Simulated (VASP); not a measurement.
Input of a VASP 6.6.1 run:

File INCAR:

```
SYSTEM = FeGe
PREC = Accurate
ENCUT = 600
EDIFF = 1E-7
ISMEAR = 0
SIGMA = 0.05
LREAL = .FALSE.
LASPH = .TRUE.
NELM = 100
ALGO = Normal
ISIF = 3
LWAVE = .FALSE.
LCHARG = .FALSE.
GGA = PE
IBRION = 2
NSW = 80
EDIFFG = -0.01
```

The input KPOINTS:

```
Automatic mesh
0
G
  8 8 8
  0 0 0
```

POSCAR

```
FeGe
1.0
    4.6890000000      0.0000000000      0.0000000000
    0.0000000000      4.6890000000      0.0000000000
    0.0000000000      0.0000000000      4.6890000000
Fe Ge
4 4
Direct
    0.1350000000      0.1350000000      0.1350000000
    0.3650000000      0.8650000000      0.6350000000
    0.6350000000      0.3650000000      0.8650000000
    0.8650000000      0.6350000000      0.3650000000
    0.8420000000      0.8420000000      0.8420000000
    0.6580000000      0.1580000000      0.3420000000
    0.3420000000      0.6580000000      0.1580000000
    0.1580000000      0.3420000000      0.6580000000
```

Potentials or basis: VASP PAW PBE potentials, release 64 (Fe, Ge_d).

Run with:

```sh
$ cat potpaw_PBE.64/Fe/POTCAR potpaw_PBE.64/Ge_d/POTCAR > POTCAR
$ mpirun -np 1 vasp_std > vasp.out
```

What does it give for the space group after relaxing (to 0.1 Å)?

P2_13 (No. 198).

What does it give for the relaxed cell?

a = 4.644 Å, b = 4.644 Å, c = 4.644 Å, α = 90.00°, β = 90.00°, γ = 90.00°.

Estimate the relaxed volume.

12.52 Å³/atom.

The path:
```
step  energy change (eV)  largest force (eV/Å)  pressure (GPa)  volume (Å³)
   1              0.0000                0.4063           -5.65       103.10
   2             -0.0055                0.1288            7.29        96.47
   3             -0.0736                0.2653            0.51        99.62
   4             -0.0835                0.1019            0.25        99.83
   5             -0.0853                0.0548            0.11        99.97
   6             -0.0853                0.0544            0.14        99.97
   7             -0.0858                0.0364           -0.11       100.14
   8             -0.0859                0.0257           -0.27       100.24
   9             -0.0861                0.0041           -0.04       100.13
```

Spin polarisation is off, so any magnetic state and its effect on volume and gap are missing.
